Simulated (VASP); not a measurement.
A run of VASP 6.6.1 is set up as follows.

Contents of INCAR:

```
PREC = Accurate ; ENCUT = 520
EDIFF = 1E-6 ; ISMEAR = -1
SIGMA = 0.1 ; LREAL = F
LASPH = T ; NELM = 100
ALGO = Normal ; ISIF = 2
LWAVE = F ; LCHARG = F
GGA = PE ; NBANDS = 22
```

KPOINTS

```
Automatic mesh
0
Gamma
  12 12 8
```

The input POSCAR:

```
Bi
1.0
   -3.0355407702      3.0684353019      1.6192093501
    3.0684353019     -3.0355407702      1.6192093501
    3.0138257683      3.0138257683     -1.5589629551
Bi
2
Direct
    0.0001780374      0.9998219626      1.0000000000
    0.7498219626      0.2501780374      0.5000000000
```

Potentials or basis: VASP PAW PBE potentials, release 64 (Bi_d).

The run is started by

```sh
$ cat potpaw_PBE.64/Bi_d/POTCAR > POTCAR
$ mpirun -np 1 vasp_std > vasp.out
```

(1) What does it give for the pressure?

(2) Predict the largest force.

Results:

(1) 8.3 GPa.

(2) 0.035 eV/Å.

Caveat: the cell stands under pressure.
